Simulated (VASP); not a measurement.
Wanted: the native input for a VASP 6.6.1 run.

- Task: single point
- Functional: PBE
- Potentials or basis: VASP PAW PBE potentials, release 64 (Al, B, P)
- Cutoff: 520 eV
- k mesh: 6 × 6 × 1
- Occupations: gaussian, width 0.1 eV
- Spin: no spin polarisation
- Dipole correction: no
- Further INCAR settings: ALGO = Normal; EDIFF = 1e-06; NBANDS = 36

The structure of Al2BP3 lies in POSCAR:

```
Al2BP3
1.0
    3.6543040717     -0.0000683841     -0.0005373883
   -1.8272088192      3.1640833962      0.0004461159
   -0.0028104344      0.0010122859     18.4928586455
Al B P
4 2 6
Direct
    0.3334359319      0.6666051713      0.0122886170
    0.3329039000      0.6661423065      0.3342922868
    0.3334867155      0.6663826033      0.6560833056
    0.6672394892      0.3342586295      0.8341331364
    0.6663002538      0.3330948836      0.1756484123
    0.6667014615      0.3335054975      0.4975120687
    0.3329809623      0.6663889038      0.1418593903
    0.3333240665      0.6666728606      0.4637265225
    0.3338926996      0.6675839974      0.7838336391
    0.6662057471      0.3328823876      0.2834091766
    0.6667297520      0.3330883142      0.6052735010
    0.6667990207      0.3333944448      0.9619399636
```

These files were run (other wordings do the same):

INCAR

```
PREC = Accurate
ENCUT = 520
EDIFF = 1E-6
ISMEAR = 0
SIGMA = 0.1
LREAL = False
LASPH = True
NELM = 60
ALGO = Normal
ISIF = 2
LWAVE = False
LCHARG = False
GGA = PE
NBANDS = 36
```

KPOINTS

```
regular mesh
0
Gamma
  6 6 1
```

Potentials or basis: VASP PAW PBE potentials, release 64 (Al, B, P).

Command:

```sh
$ cat potpaw_PBE.64/Al/POTCAR potpaw_PBE.64/B/POTCAR potpaw_PBE.64/P/POTCAR > POTCAR
$ mpirun -np 1 vasp_std > vasp.out
```

It gave:

```json
{
  "Pressure": "-0.1 GPa",
  "Largest force": "0.014 eV/Å",
  "Band gap on the k mesh": "0.92 eV"
}
```

Caveat: an odd mesh through Γ misses points on the zone boundary, where band edges can lie.

Run time: 100 s on 1 thread of Intel(R) Xeon(R) 6975P-C (Granite Rapids), on a shared host, peak memory 0.37 GiB.
